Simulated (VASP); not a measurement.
# Na2Cl (P4/mmm) in VASP: single point with r2SCAN

Aim: the single point of Na2Cl with r2SCAN.

Program: VASP 6.6.1. These are calculated values, not measurements. Logs are shortened: lines on timing, memory, paths and dates and some standing lists are left out, and cuts for length are marked.

### 1 The cell of the first run

The structure is tetragonal, space group P4/mmm (No. 123). Conventional cell: a = 3.496 Å, b = 3.496 Å, c = 12.971 Å, α = 90.00°, β = 90.00°, γ = 90.00°. Within 4.0 Å of Na (site symmetry 4mm) lie 4 Cl at 2.98 Å and 9 Na at 3.40 to 3.96 Å. Within 4.0 Å of Na (site symmetry 4/mmm) lie 8 Cl at 3.02 Å and 6 Na at 3.40 to 3.50 Å. Na (site symmetry 4/mmm) has 16 Na at 3.50 to 4.94 Å and 2 Cl at 4.75 Å within 5.0 Å. Within 3.9 Å of Cl (site symmetry 4mm) lie 8 Na at 2.98 to 3.02 Å and 5 Cl at 3.48 to 3.50 Å.

### 2 Single point, r2SCAN

POSCAR reads:

```
Na2Cl
1.0
    3.4955678671      0.0000000000      0.0000000000
    0.0000000000      3.4955678671      0.0000000000
    0.0000000000      0.0000000000     12.9710126665
Na Cl
4 2
Direct
    0.0000000000      0.0000000000      0.2381255916
    0.0000000000      0.0000000000      0.7618744084
    0.0000000000      0.0000000000      0.5000000000
    0.5000000000      0.5000000000      0.0000000000
    0.5000000000      0.5000000000      0.3659544823
    0.5000000000      0.5000000000      0.6340455177
```

INCAR.step1 reads:

```
SYSTEM = Na2Cl
ALGO = Normal ; EDIFF = 1E-4
ENCUT = 520 ; GGA = PE
ISMEAR = -1 ; LASPH = .True.
LCHARG = .False. ; LREAL = .False.
LWAVE = .True. ; NBANDS = 30
NELM = 80 ; PREC = Accurate
SIGMA = 0.1
```

INCAR.step2 reads:

```
SYSTEM = Na2Cl
ALGO = Normal ; EDIFF = 1E-6
ENCUT = 520 ; ISIF = 2
ISMEAR = -1 ; ISTART = 1
LASPH = .True. ; LCHARG = .False.
LMIXTAU = .True. ; LREAL = .False.
LWAVE = .False. ; METAGGA = R2SCAN
NBANDS = 30 ; NELM = 80
PREC = Accurate ; SIGMA = 0.1
```

KPOINTS reads:

```
k-points
0
Gamma
  7 7 2
  0 0 0
```

Potentials or basis: VASP PAW PBE potentials, release 64 (Na_pv, Cl).

Launch:

```sh
> cat potpaw_PBE.64/Na_pv/POTCAR potpaw_PBE.64/Cl/POTCAR > POTCAR
> cp INCAR.step1 INCAR
> mpirun -np 1 vasp_std > vasp.out
> cp INCAR.step2 INCAR
> mpirun -np 1 vasp_std > vasp.out
```

OUTCAR:

```text
SYSTEM = Na2Cl
   EDIFF = 1E-6
   ENCUT = 520
   ISIF = 2
   ISMEAR = -1
   ISTART = 1
   LASPH = .True.
   LREAL = .False.
   METAGGA = R2SCAN
   NELM = 80
   PREC = Accurate

 ion  position               nearest neighbor table
   1  0.000  0.000  0.238-
   2  0.000  0.000  0.762-
   3  0.000  0.000  0.500-
   4  0.500  0.500  0.000-
   5  0.500  0.500  0.366-
   6  0.500  0.500  0.634-

  LATTYP: Found a simple tetragonal cell.
 ALAT       =     3.4955678671
 C/A-ratio  =     3.7107025696

  Lattice vectors:

 A1 = (   3.4955678671,   0.0000000000,   0.0000000000)
 A2 = (   0.0000000000,   3.4955678671,   0.0000000000)
 A3 = (   0.0000000000,   0.0000000000,  12.9710126665)

Analysis of symmetry for initial positions (statically):
=====================================================================
 Subroutine PRICEL returns:
 Original cell was already a primitive cell.

 Routine SETGRP: Setting up the symmetry group for a
 simple tetragonal supercell.

 Subroutine GETGRP returns: Found 16 space group operations
 (whereof 16 operations were pure point group operations)
 out of a pool of 16 trial point group operations.

The static configuration has the point symmetry D_4h.

Analysis of symmetry for dynamics (positions and initial velocities):
=====================================================================
 Subroutine PRICEL returns:
 Original cell was already a primitive cell.

 Routine SETGRP: Setting up the symmetry group for a
 simple tetragonal supercell.

 Subroutine GETGRP returns: Found 16 space group operations
 (whereof 16 operations were pure point group operations)
 out of a pool of 16 trial point group operations.

The dynamic configuration has the point symmetry D_4h.

 Subroutine INISYM returns: Found 16 space group operations
 (whereof 16 operations are pure point group operations),
 and found     1 'primitive' translations

----------------------------------------------------------------------------------------

                                     Primitive cell

  volume of cell :     158.4927

  direct lattice vectors                    reciprocal lattice vectors
     3.495567867  0.000000000  0.000000000     0.286076551  0.000000000  0.000000000
     0.000000000  3.495567867  0.000000000     0.000000000  0.286076551  0.000000000
     0.000000000  0.000000000 12.971012667     0.000000000  0.000000000  0.077094983

  length of vectors
     3.495567867  3.495567867 12.971012667     0.286076551  0.286076551  0.077094983

  position of ions in fractional coordinates (direct lattice)
     0.000000000  0.000000000  0.238125592
     0.000000000  0.000000000  0.761874408
     0.000000000  0.000000000  0.500000000
     0.500000000  0.500000000  0.000000000
     0.500000000  0.500000000  0.365954482
     0.500000000  0.500000000  0.634045518

  ion indices of the primitive-cell ions
   primitive index   ion index
                 1           1
                 2           2
                 3           3
                 4           4
                 5           5
                 6           6

----------------------------------------------------------------------------------------

 KPOINTS: k-points

Automatic generation of k-mesh.
 Grid dimensions read from file:
 generate k-points for:    7    7    2

 Generating k-lattice:

  Cartesian coordinates                     Fractional coordinates (reciprocal lattice)
     0.040868079  0.000000000  0.000000000     0.142857143  0.000000000  0.000000000
     0.000000000  0.040868079  0.000000000     0.000000000  0.142857143  0.000000000
     0.000000000  0.000000000  0.038547491     0.000000000  0.000000000  0.500000000

  Length of vectors
     0.040868079  0.040868079  0.038547491

  Shift w.r.t. Gamma in fractional coordinates (k-lattice)
     0.000000000  0.000000000  0.000000000

 Subroutine IBZKPT returns following result:
 ===========================================

 Found     20 irreducible k-points:

 Following reciprocal coordinates:
            Coordinates               Weight
  0.000000  0.000000  0.000000      1.000000
  0.142857  0.000000  0.000000      4.000000
  0.285714  0.000000  0.000000      4.000000
  0.428571  0.000000  0.000000      4.000000
  0.142857  0.142857  0.000000      4.000000
  0.285714  0.142857  0.000000      8.000000
[... 12 lines left out ...]
  0.428571  0.285714  0.500000      8.000000
  0.428571  0.428571  0.500000      4.000000
   k-points           NKPTS =     20   k-points in BZ     NKDIM =     20   number of bands    NBANDS=     30
   number of dos      NEDOS =    301   number of ions     NIONS =      6
   total plane-waves  NPLWV =  75264
   dimension x,y,z NGX =    28 NGY =   28 NGZ =   96
   dimension x,y,z NGXF=    56 NGYF=   56 NGZF=  192
   ions per type =               4   2
   NGX,Y,Z   is equivalent  to a cutoff of  13.32, 13.32, 12.30 a.u.
   NGXF,Y,Z  is equivalent  to a cutoff of  26.63, 26.63, 24.61 a.u.
 SYSTEM =  Na2Cl
   PREC   = accura    normal or accurate (medium, high low for compatibility)
   ISTART =      1    job   : 0-new  1-cont  2-samecut
   ICHARG =      0    charge: 1-file 2-atom 10-const
   ISPIN  =      1    spin polarized calculation?
   LNONCOLLINEAR =      F non collinear calculations
   LSORBIT =      F    spin-orbit coupling
   LASPH  =      T    aspherical Exc in radial PAW
   ENCUT  =  520.0 eV  38.22 Ry    6.18 a.u.   6.50  6.50 24.12*2*pi/ulx,y,z
   NELM   =     80;   NELMIN=  2; NELMDL=  0     # of ELM steps
   EDIFF  = 0.1E-05   stopping-criterion for ELM
   LREAL  =      F    real-space projection
   EDIFFG = 0.1E-04   stopping-criterion for IOM
   NSW    =      0    number of steps for IOM
   IBRION =     -1    ionic relax: 0-MD 1-quasi-New 2-CG
   NFREE  =      0    steps in history (QN), initial steepest desc. (CG)
   ISIF   =      2    stress and relaxation
   ISYM   =      2    0-nonsym 1-usesym 2-fastsym
   POTIM  = 0.5000    time-step for ionic-motion
   TEBEG  =    0.0;   TEEND  =   0.0 temperature during run
   PSTRESS=    0.0 pullay stress
   NELECT =      42.0000    total number of electrons
   NUPDOWN=      -1.0000    fix difference up-down
   EMIN   =  10.00;   EMAX   =-10.00  energy-range for DOS
   EFERMI =   0.00;   METHOD = LEGACY
   ISMEAR =    -1;   SIGMA  =   0.10  broadening in eV -4-tet -1-fermi 0-gaus
   EFERMI_NEDOS =   21; number of points for ismear=-14 and -15
   IALGO  =     38    algorithm
   IMIX   =      4    mixing-type and parameters
     AMIX     =   0.40;   BMIX     =  1.00
     AMIX_MAG =   1.60;   BMIX_MAG =  1.00
  volume/ion in A,a.u.               =      26.42       178.26
  Fermi-wavevector in a.u.,A,eV,Ry     =   1.051530  1.987103 15.044157  1.105714
  Thomas-Fermi vector in A             =   2.186576
   LORBIT       =      0    0 simple, 1 ext, 2 COOP (PROOUT), +10 PAW based schemes
   METAGGA = R2SCAN    functional components
   LHFCALC =     F    Hartree Fock is set to
   AEXX    =    0.0000 exact exchange contribution
   IVDW    =     0    specifies the selected vdW correction
   LEPSILON=     F    determine dielectric tensor
   LRPA    =     F    only Hartree local field effects (RPA)
 non-spin polarized calculation
  energy-cutoff  :      520.00
  volume of cell :      158.49
 maximum number of plane-waves:      4328
 NGX is ok and might be reduce to    28
   NGX = 13   NGY = 13   NGZ = 49

 number of electron      41.9999955 magnetization

 Free energy of the ion-electron system (eV)
  ---------------------------------------------------
  ext. energy  EPLUGINS =         0.00000000
  ---------------------------------------------------
  free energy    TOTEN  =       -33.79529124 eV

  energy without entropy =      -33.75179260  energy(sigma->0) =      -33.77354192

 E-fermi :   2.5038     XC(G=0):  -7.9952

 val. band max:        2.4689538064   @ k =   0.2857   0.0000   0.0000
 cond. band min:       2.5797414690   @ k =   0.2857   0.1429   0.5000
 fundamental gap:      0.1107876626
 Fermi energy:         2.5038448769

 k-point     1 :       0.0000    0.0000    0.0000
  band No.  band energies     occupation
      1     -24.6263      2.00000
      2     -24.5984      2.00000
      3     -24.5984      2.00000
      4     -24.1339      2.00000
      5     -24.1339      2.00000
      6     -24.1339      2.00000
[... 22 lines left out ...]
     29       8.6537      0.00000
     30      10.9213      0.00000

 k-point     2 :       0.1429    0.0000    0.0000
  band No.  band energies     occupation
      1     -24.6250      2.00000
      2     -24.6053      2.00000
      3     -24.5977      2.00000
      4     -24.1409      2.00000
      5     -24.1409      2.00000
      6     -24.1333      2.00000
[... 22 lines left out ...]
     29       8.8240      0.00000
     30       8.9768      0.00000

 k-point     3 :       0.2857    0.0000    0.0000
  band No.  band energies     occupation
      1     -24.6223      2.00000
      2     -24.6207      2.00000
      3     -24.5963      2.00000
      4     -24.1562      2.00000
      5     -24.1562      2.00000
      6     -24.1319      2.00000
[... 22 lines left out ...]
     29       8.8952      0.00000
     30       8.9346      0.00000

 k-point     4 :       0.4286    0.0000    0.0000
  band No.  band energies     occupation
      1     -24.6331      2.00000
      2     -24.6201      2.00000
      3     -24.5952      2.00000
      4     -24.1684      2.00000
      5     -24.1684      2.00000
      6     -24.1309      2.00000
[... 484 lines left out ...]
     29       8.3165      0.00000
     30       8.4243      0.00000

 k-point    19 :       0.4286    0.2857    0.5000
  band No.  band energies     occupation
      1     -24.6288      2.00000
      2     -24.6175      2.00000
      3     -24.6153      2.00000
      4     -24.1646      2.00000
      5     -24.1646      2.00000
      6     -24.1512      2.00000
[... 22 lines left out ...]
     29       7.4982      0.00000
     30       8.5491      0.00000

 k-point    20 :       0.4286    0.4286    0.5000
  band No.  band energies     occupation
      1     -24.6266      2.00000
      2     -24.6262      2.00000
      3     -24.6160      2.00000
      4     -24.1627      2.00000
      5     -24.1627      2.00000
      6     -24.1624      2.00000
[... 22 lines left out ...]
     29       7.8301      0.00000
     30       7.9884      0.00000

------------------------ aborting loop because EDIFF is reached ----------------------------------------

  FORCE on cell =-STRESS in cart. coord.  units (eV):
  Direction    XX          YY          ZZ          XY          YZ          ZX
  --------------------------------------------------------------------------------------
  -------------------------------------------------------------------------------------
  Total       -0.2076423     -0.2076423     -0.1671665      0.0000000      0.0000000     -0.0000000
  in kB       -2.0990223     -2.0990223     -1.6898590      0.0000000      0.0000000     -0.0000000
  external PRESSURE =      -1.9626345 kB  Pullay stress =       0.0000000 kB

 VOLUME and BASIS-vectors are now :
 -----------------------------------------------------------------------------
  energy-cutoff  :      520.00
  volume of cell :      158.49
      direct lattice vectors                 reciprocal lattice vectors
     3.495567867  0.000000000  0.000000000     0.286076551  0.000000000  0.000000000
     0.000000000  3.495567867  0.000000000     0.000000000  0.286076551  0.000000000
     0.000000000  0.000000000 12.971012667     0.000000000  0.000000000  0.077094983

 POSITION                                       TOTAL-FORCE (eV/Angst)
 -----------------------------------------------------------------------------------
      0.00000      0.00000      3.08873         0.000000     -0.000000      0.024107
      0.00000      0.00000      9.88228         0.000000     -0.000000     -0.024107
      0.00000      0.00000      6.48551         0.000000      0.000000     -0.000000
      1.74778      1.74778      0.00000         0.000000      0.000000     -0.000000
      1.74778      1.74778      4.74680         0.000000      0.000000     -0.002105
      1.74778      1.74778      8.22421         0.000000     -0.000000      0.002105
 -----------------------------------------------------------------------------------
    total drift:                                0.000000      0.000000      0.000000

  FREE ENERGIE OF THE ION-ELECTRON SYSTEM (eV)
  ---------------------------------------------------
  free  energy   TOTEN  =       -33.7952912401 eV

  energy  without entropy=      -33.7517926044  energy(sigma->0) =      -33.77354192
```

It took 8.3 min on 1 thread of AMD EPYC 7R13, shared host; peak memory 0.28 GiB.

What came out:

```
Free energy            : -33.7953 eV
Pressure               : -0.2 GPa
Largest force          : 0.024 eV/Å
Band gap on the k mesh : zero (bands 21 and 22 overlap by 3.07 eV)
```

Forces on the atoms (eV/Å):
```
Na   0.000  0.000  0.024
Na   0.000  0.000 -0.024
Na   0.000  0.000  0.000
Na   0.000  0.000  0.000
Cl   0.000  0.000 -0.002
Cl   0.000  0.000  0.002
```

Caveat: the PAW data sets were made with another functional, which shifts forces and pressure a little.

The gap in the log of VASP goes by the Fermi energy; the results here count the filled bands.